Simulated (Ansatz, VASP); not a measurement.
# One calculation of F, two programs

File INCAR:

```
SYSTEM = F
PREC     = Accurate       ! precision mode
ENCUT    = 520            ! plane-wave cutoff, eV
EDIFF    = 1E-6           ! SCF threshold, eV
ISMEAR   = 0              ! smearing method
SIGMA    = 0.02           ! smearing width, eV
LREAL    = .False.        ! projectors in reciprocal space
LASPH    = .True.         ! aspherical terms in the spheres
NELM     = 60             ! most SCF steps
ALGO     = Normal         ! electronic algorithm
ISIF     = 2              ! what is computed and relaxed
LWAVE    = .False.        ! write WAVECAR
LCHARG   = .False.        ! write CHGCAR
GGA      = CA             ! functional
NBANDS   = 22             ! bands
```

The input KPOINTS:

```
regular mesh
0
Gamma
  10 10 4
  0 0 0
```

The input POSCAR:

```
F
1.0
    2.7441425000     -1.5349252000     -0.0999075000
    2.7441425000      1.5349252000     -0.0999075000
   -1.7914086253      0.0000000000      7.1330319231
F
4
Direct
    0.0753814630      0.0753814630      0.0989134412
    0.9246185370      0.9246185370      0.9010865588
    0.5133363769      0.5133363769      0.6225068248
    0.4866636231      0.4866636231      0.3774931752
```

Input for Ansatz:

```yaml
crystal:
  lattice:
    - [2.7441425, -1.5349252, -0.0999075]
    - [2.7441425, 1.5349252, -0.0999075]
    - [-1.7914086253, 0.0, 7.1330319231]
  atoms:
    - { symbol: F, position: [0.075381463, 0.075381463, 0.0989134412] }
    - { symbol: F, position: [0.924618537, 0.924618537, 0.9010865588] }
    - { symbol: F, position: [0.5133363769, 0.5133363769, 0.6225068248] }
    - { symbol: F, position: [0.4866636231, 0.4866636231, 0.3774931752] }
basis:
  ecutwfc: 420
kpoints:
  mp_grid: { grid: [10, 10, 4] }
hamiltonian:
  xc: lda
scf:
  occupations: { method: gaussian, width: 0.02 }
output:
  forces: true
  stress: true
  eigenvalues: true
```

Alike in both runs: task single point; functional LDA; k mesh 10 × 10 × 4; occupations gaussian, width 0.02 eV; no spin polarisation.

|  | VASP | Ansatz |
| --- | --- | --- |
| version | VASP 6.6.1 | Ansatz 0.2.0 |
| potentials or method | VASP PAW LDA potentials, release 64 (F), cutoff 520 eV | scalar-relativistic, plane waves, PAW |
| valence electrons in the cell | 28 | 28 |

VASP gave:

| Property | Result |
| --- | --- |
| gap on the k mesh at the Fermi level (eV) | 0.16 |
| least direct gap on the mesh (eV) | 0.16 |
| pressure (GPa) | -11.7 |
| traceless stress, the component that is largest in VASP (GPa) | -17.29 |
| rms of the force components (eV/Å) | 1.697 |

Estimate Ansatz's values.

gap on the k mesh at the Fermi level (eV): 0.18; least direct gap on the mesh (eV): 0.18; pressure (GPa): -11.9; traceless stress, the component that is largest in VASP (GPa): -18.52; rms of the force components (eV/Å): 1.794.

LDA's correlation is that of Perdew and Zunger in VASP and of Perdew and Wang (1992) in Ansatz. Atom by atom the forces differ by 0.183 eV/Å (rms over components).
